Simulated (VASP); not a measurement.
# MnPt (P4/mmm) in VASP: single point with LDA

Aim: the single point of MnPt with LDA.

Program: VASP 6.6.1. These are calculated values, not measurements. Logs are shortened: lines on timing, memory, paths and dates and some standing lists are left out, and cuts for length are marked.

## (1) The cell of the first run

It takes space group P4/mmm (No. 123, tetragonal). The conventional cell has a = 2.830 Å, b = 2.830 Å, c = 3.660 Å, α = 90.00°, β = 90.00°, γ = 90.00°. Within 3.7 Å of Mn (site symmetry 4/mmm) lie 8 Pt at 2.71 Å and 6 Mn at 2.83 to 3.66 Å. Pt (site symmetry 4/mmm) has 8 Mn at 2.71 Å and 6 Pt at 2.83 to 3.66 Å within 3.7 Å.

## (2) Single point, LDA, collinear spin, antiferromagnetic start

Contents of INCAR:

```
PREC = Accurate
ENCUT = 520
EDIFF = 1E-6
ISMEAR = -1
SIGMA = 0.1
LREAL = False
LASPH = True
NELM = 150
ALGO = Normal
ISIF = 2
LWAVE = False
LCHARG = False
ISPIN = 2
MAGMOM = 3.6 -3.6 0 0
LORBIT = 11
LMAXMIX = 4
GGA = CA
NBANDS = 35
```

Contents of KPOINTS:

```
regular mesh
0
Gamma
  11 11 4
```

Contents of POSCAR:

```
MnPt
1.0
    2.8300000000      0.0000000000      0.0000000000
    0.0000000000      2.8300000000      0.0000000000
    0.0000000000      0.0000000000      7.3200000000
Mn Pt
2 2
Direct
    0.0000000000      0.0000000000      0.0000000000
    0.0000000000      0.0000000000      0.5000000000
    0.5000000000      0.5000000000      0.2500000000
    0.5000000000      0.5000000000      0.7500000000
```

Potentials or basis: VASP PAW LDA potentials, release 64 (Mn_pv, Pt).

Run with:

```
> cat potpaw_LDA.64/Mn_pv/POTCAR potpaw_LDA.64/Pt/POTCAR > POTCAR
> mpirun -np 1 vasp_std > vasp.out
```

OUTCAR:

```text
PREC = Accurate
   ENCUT = 520
   EDIFF = 1E-6
   ISMEAR = -1
   LREAL = False
   LASPH = True
   NELM = 150
   ISIF = 2
   ISPIN = 2
   LORBIT = 11
   GGA = CA

 ion  position               nearest neighbor table
   1  0.000  0.000  0.000-   3 2.71   4 2.71   3 2.71   4 2.71   3 2.71   4 2.71   3 2.71   4 2.71

   2  0.000  0.000  0.500-   3 2.71   4 2.71   3 2.71   4 2.71   3 2.71   4 2.71   3 2.71   4 2.71

   3  0.500  0.500  0.250-   1 2.71   2 2.71   1 2.71   2 2.71   1 2.71   2 2.71   1 2.71   2 2.71
[... 9 lines left out ...]
 A1 = (   2.8300000000,   0.0000000000,   0.0000000000)
 A2 = (   0.0000000000,   2.8300000000,   0.0000000000)
 A3 = (   0.0000000000,   0.0000000000,   7.3200000000)

Analysis of symmetry for initial positions (statically):
=====================================================================
 Subroutine PRICEL returns following result:

  LATTYP: Found a simple tetragonal cell.
 ALAT       =     2.8300000000
 C/A-ratio  =     1.2932862191
[... 12 lines left out ...]
 Subroutine GETGRP returns: Found 16 space group operations
 (whereof 16 operations were pure point group operations)
 out of a pool of 16 trial point group operations.

The static configuration has the point symmetry D_4h.

Analysis of symmetry for dynamics (positions and initial velocities):
=====================================================================
 Subroutine PRICEL returns following result:

  LATTYP: Found a simple tetragonal cell.
 ALAT       =     2.8300000000
 C/A-ratio  =     1.2932862191
[... 12 lines left out ...]
 Subroutine GETGRP returns: Found 16 space group operations
 (whereof 16 operations were pure point group operations)
 out of a pool of 16 trial point group operations.

The dynamic configuration has the point symmetry D_4h.

Analysis of structural, dynamic, and magnetic symmetry:
=====================================================================
 Subroutine PRICEL returns following result:

  LATTYP: Found a simple tetragonal cell.
 ALAT       =     2.8300000000
 C/A-ratio  =     1.2932862191
[... 12 lines left out ...]
 Subroutine GETGRP returns: Found 16 space group operations
 (whereof 16 operations were pure point group operations)
 out of a pool of 16 trial point group operations.

The overall configuration has the point symmetry D_4h.

 Subroutine INISYM returns: Found 16 space group operations
 (whereof 16 operations are pure point group operations),
 and found     2 'primitive' translations

----------------------------------------------------------------------------------------

                                     Primitive cell

  volume of cell :      29.3126

  direct lattice vectors                    reciprocal lattice vectors
     2.830000000  0.000000000  0.000000000     0.353356890  0.000000000  0.000000000
     0.000000000  2.830000000  0.000000000     0.000000000  0.353356890  0.000000000
     0.000000000  0.000000000  3.660000000     0.000000000  0.000000000  0.273224044

  length of vectors
     2.830000000  2.830000000  3.660000000     0.353356890  0.353356890  0.273224044

  position of ions in fractional coordinates (direct lattice)
     0.000000000  0.000000000  0.000000000
     0.500000000  0.500000000  0.500000000

  ion indices of the primitive-cell ions
   primitive index   ion index
                 1           1
                 2           3

----------------------------------------------------------------------------------------

 KPOINTS: regular mesh

Automatic generation of k-mesh.
 Grid dimensions read from file:
 generate k-points for:   11   11    4

 Generating k-lattice:

  Cartesian coordinates                     Fractional coordinates (reciprocal lattice)
     0.032123354  0.000000000  0.000000000     0.090909091  0.000000000  0.000000000
     0.000000000  0.032123354  0.000000000     0.000000000  0.090909091  0.000000000
     0.000000000  0.000000000  0.034153005     0.000000000  0.000000000  0.250000000

  Length of vectors
     0.032123354  0.032123354  0.034153005

  Shift w.r.t. Gamma in fractional coordinates (k-lattice)
     0.000000000  0.000000000  0.000000000

 Subroutine IBZKPT returns following result:
 ===========================================

 Found     63 irreducible k-points:

 Following reciprocal coordinates:
            Coordinates               Weight
  0.000000  0.000000  0.000000      1.000000
  0.090909  0.000000  0.000000      4.000000
  0.181818  0.000000  0.000000      4.000000
  0.272727  0.000000  0.000000      4.000000
  0.363636  0.000000  0.000000      4.000000
  0.454545  0.000000  0.000000      4.000000
[... 16 lines left out ...]
  0.090909  0.000000  0.250000      8.000000
  0.181818  0.000000  0.250000      8.000000
 [... further k-points ...]
   k-points           NKPTS =     63   k-points in BZ     NKDIM =     63   number of bands    NBANDS=     35
   number of dos      NEDOS =    301   number of ions     NIONS =      4
   total plane-waves  NPLWV =  31104
   dimension x,y,z NGX =    24 NGY =   24 NGZ =   54
   dimension x,y,z NGXF=    48 NGYF=   48 NGZF=  108
   ions per type =               2   2
   NGX,Y,Z   is equivalent  to a cutoff of  14.10, 14.10, 12.26 a.u.
   NGXF,Y,Z  is equivalent  to a cutoff of  28.20, 28.20, 24.53 a.u.
 SYSTEM =  unknown system
   PREC   = accura    normal or accurate (medium, high low for compatibility)
   ISTART =      0    job   : 0-new  1-cont  2-samecut
   ICHARG =      2    charge: 1-file 2-atom 10-const
   ISPIN  =      2    spin polarized calculation?
   LNONCOLLINEAR =      F non collinear calculations
   LSORBIT =      F    spin-orbit coupling
   LASPH  =      T    aspherical Exc in radial PAW
   ENCUT  =  520.0 eV  38.22 Ry    6.18 a.u.   5.26  5.26 13.61*2*pi/ulx,y,z
   NELM   =    150;   NELMIN=  2; NELMDL= -5     # of ELM steps
   EDIFF  = 0.1E-05   stopping-criterion for ELM
   LREAL  =      F    real-space projection
   EDIFFG = 0.1E-04   stopping-criterion for IOM
   NSW    =      0    number of steps for IOM
   IBRION =     -1    ionic relax: 0-MD 1-quasi-New 2-CG
   NFREE  =      0    steps in history (QN), initial steepest desc. (CG)
   ISIF   =      2    stress and relaxation
   ISYM   =      2    0-nonsym 1-usesym 2-fastsym
   POTIM  = 0.5000    time-step for ionic-motion
   TEBEG  =    0.0;   TEEND  =   0.0 temperature during run
   PSTRESS=    0.0 pullay stress
   NELECT =      46.0000    total number of electrons
   NUPDOWN=      -1.0000    fix difference up-down
   EMIN   =  10.00;   EMAX   =-10.00  energy-range for DOS
   EFERMI =   0.00;   METHOD = LEGACY
   ISMEAR =    -1;   SIGMA  =   0.10  broadening in eV -4-tet -1-fermi 0-gaus
   EFERMI_NEDOS =   21; number of points for ismear=-14 and -15
   IALGO  =     38    algorithm
   IMIX   =      4    mixing-type and parameters
     AMIX     =   0.40;   BMIX     =  1.00
     AMIX_MAG =   1.60;   BMIX_MAG =  1.00
  volume/ion in A,a.u.               =      14.66        98.91
  Fermi-wavevector in a.u.,A,eV,Ry     =   1.509962  2.853415 31.021098  2.279986
  Thomas-Fermi vector in A             =   2.620215
   LORBIT       =     11    0 simple, 1 ext, 2 COOP (PROOUT), +10 PAW based schemes
   GGA     = CA    functional components
   LHFCALC =     F    Hartree Fock is set to
   AEXX    =    0.0000 exact exchange contribution
   IVDW    =     0    specifies the selected vdW correction
   LEPSILON=     F    determine dielectric tensor
   LRPA    =     F    only Hartree local field effects (RPA)
 spin polarized calculation
  energy-cutoff  :      520.00
  volume of cell :       58.63
 maximum number of plane-waves:      1603
 NGX is ok and might be reduce to    24
   NGX = 11   NGY = 11   NGZ = 27

 number of electron      46.0000033 magnetization       0.0000000

 Free energy of the ion-electron system (eV)
  ---------------------------------------------------
  ext. energy  EPLUGINS =         0.00000000
  ---------------------------------------------------
  free energy    TOTEN  =       -35.36285977 eV

  energy without entropy =      -35.22862657  energy(sigma->0) =      -35.29574317

 E-fermi :   9.4166     XC(G=0): -13.1817

 val. band max:        9.4120988468   @ k =   0.2727   0.1818   0.0000
 cond. band min:       9.4214057155   @ k =   0.0909   0.0909   0.0000
 fundamental gap:      0.0093068687
 Fermi energy:         9.4165942847

 spin component 1

 k-point     1 :       0.0000    0.0000    0.0000
  band No.  band energies     occupation
      1     -39.6831      1.00000
      2     -39.6415      1.00000
      3     -39.6415      1.00000
      4     -36.2550      1.00000
      5     -36.2188      1.00000
      6     -36.2188      1.00000
[... 901 lines left out ...]
     34      21.9206      0.00000
     35      22.5899      0.00000

 [... further k-points ...]

 spin component 2

 k-point     1 :       0.0000    0.0000    0.0000
  band No.  band energies     occupation
      1     -39.6831      1.00000
      2     -39.6415      1.00000
      3     -39.6415      1.00000
      4     -36.2550      1.00000
      5     -36.2188      1.00000
      6     -36.2188      1.00000
[... 901 lines left out ...]
     34      21.9206      0.00000
     35      22.5899      0.00000

 [... further k-points ...]
[... 5 lines left out ...]
  --------------------------------------------------------------------------------------
  -------------------------------------------------------------------------------------
  Total       -4.8648749     -4.8648749     -4.3734025      0.0000000     -0.0000000      0.0000000
  in kB     -132.9530516   -132.9530516   -119.5215118      0.0000000     -0.0000000      0.0000000
  external PRESSURE =    -128.4758717 kB  Pullay stress =       0.0000000 kB

 VOLUME and BASIS-vectors are now :
 -----------------------------------------------------------------------------
  energy-cutoff  :      520.00
  volume of cell :       58.63
      direct lattice vectors                 reciprocal lattice vectors
     2.830000000  0.000000000  0.000000000     0.353356890  0.000000000  0.000000000
     0.000000000  2.830000000  0.000000000     0.000000000  0.353356890  0.000000000
     0.000000000  0.000000000  7.320000000     0.000000000  0.000000000  0.136612022

 POSITION                                       TOTAL-FORCE (eV/Angst)
 -----------------------------------------------------------------------------------
      0.00000      0.00000      0.00000         0.000000      0.000000      0.000000
      0.00000      0.00000      3.66000         0.000000      0.000000      0.000000
      1.41500      1.41500      1.83000         0.000000      0.000000     -0.000000
      1.41500      1.41500      5.49000         0.000000      0.000000     -0.000000
 -----------------------------------------------------------------------------------
    total drift:                                0.000000     -0.000000      0.000000

  FREE ENERGIE OF THE ION-ELECTRON SYSTEM (eV)
  ---------------------------------------------------
  free  energy   TOTEN  =       -35.3628597730 eV

  energy  without entropy=      -35.2286265744  energy(sigma->0) =      -35.29574317

 total charge

# of ion       s       p       d       tot
------------------------------------------
    1        0.313   6.257   4.989  11.559
    2        0.313   6.257   4.989  11.559
    3        0.711   0.600   8.035   9.346
    4        0.711   0.600   8.035   9.346
--------------------------------------------------
tot          2.047  13.715  26.049  41.811

 magnetization (x)

# of ion       s       p       d       tot
------------------------------------------
    1        0.015   0.014   3.443   3.471
    2       -0.015  -0.014  -3.443  -3.471
    3        0.000   0.000   0.000   0.000
    4        0.000   0.000   0.000   0.000
--------------------------------------------------
tot          0.000   0.000   0.000   0.000
```

Run time: 3.6 min. Hardware: 1 thread of AMD EPYC 7R13 (Zen 3), shared host; peak memory 0.25 GiB.

What came out:

```yaml
Free_energy: -35.3629 eV
Pressure: -12.8 GPa
Band_gap_on_the_k_mesh: zero (filled and empty bands overlap)
Net_moment: 0.00 μB per cell
Site_moments: Mn +3.47, -3.47; Pt +0.00 μB
Valence_electrons_inside_the_program's_atomic_spheres: Mn 11.56; Pt 9.35
```

Stress tensor (GPa, compression positive):
```
-13.30   0.00   0.00
  0.00 -13.30   0.00
  0.00   0.00 -11.95
```

Levels at points of the mesh, in eV from the Fermi level:
Spin up:
```csv
k point,band 21,band 22,band 23,band 24,band 25,band 26
"(0.00, 0.00, 0.00)",-1.08,-0.87,-0.87,-0.62,-0.21,1.19
"(0.00, 0.00, 0.50)",-0.67,-0.67,-0.56,-0.26,-0.06,0.31
```
Spin down:
```csv
k point,band 19,band 20,band 21,band 22,band 23,band 24,band 25,band 26,band 27,band 28
"(0.00, 0.00, 0.00)",-1.68,-1.39,-1.08,-0.87,-0.87,-0.62,-0.21,1.19,1.89,1.89
"(0.00, 0.00, 0.50)",-1.46,-1.17,-0.67,-0.67,-0.56,-0.26,-0.06,0.31,1.51,1.70
```

Caveat: the cell stands under tension; the antiferromagnetic order is the one typed at the start, and another may lie lower; spin-orbit coupling is left out, which moves the levels of the heavy elements.
